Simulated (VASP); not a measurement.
Here is a VASP 6.6.1 calculation.

Contents of INCAR:

```
SYSTEM = AlP
PREC = Accurate
ENCUT = 600
EDIFF = 1E-6
ISMEAR = 0
SIGMA = 0.02
LREAL = .False.
LASPH = .True.
NELM = 80
ALGO = Normal
ISIF = 3
LWAVE = .False.
LCHARG = .False.
GGA = PE
IVDW = 12
IBRION = 2
NSW = 100
EDIFFG = -0.005
```

Contents of KPOINTS:

```
Automatic mesh
0
Gamma
  8 8 8
  0 0 0
```

The input POSCAR:

```
AlP
1.0
    0.0000000000      2.7255000000      2.7255000000
    2.7255000000      0.0000000000      2.7255000000
    2.7255000000      2.7255000000      0.0000000000
Al P
1 1
Direct
    0.0000000000      0.0000000000      0.0000000000
    0.7500000000      0.7500000000      0.7500000000
```

Potentials or basis: VASP PAW PBE potentials, release 64 (Al, P).

Launch:

```bash
$ cat potpaw_PBE.64/Al/POTCAR potpaw_PBE.64/P/POTCAR > POTCAR
$ mpirun -np 1 vasp_std > vasp.out
```

Problem. Predict the dispersion energy per atom.

Solution. -0.310 eV.

Problem. Predict the band gap on the k mesh.

Solution. 1.57 eV, indirect (least direct gap 3.35 eV).

Final structure:
```yaml
crystal:
  lattice:
    - [0.00000, 2.72550, 2.72550]
    - [2.72550, 0.00000, 2.72550]
    - [2.72550, 2.72550, 0.00000]
  atoms:
    - { symbol: Al, position: [0.00000, 0.00000, 0.00000] }
    - { symbol: P, position: [0.75000, 0.75000, 0.75000] }
```

Caveat: the relaxation stopped at its first step, so nothing moved. A k mesh can miss the band edges.
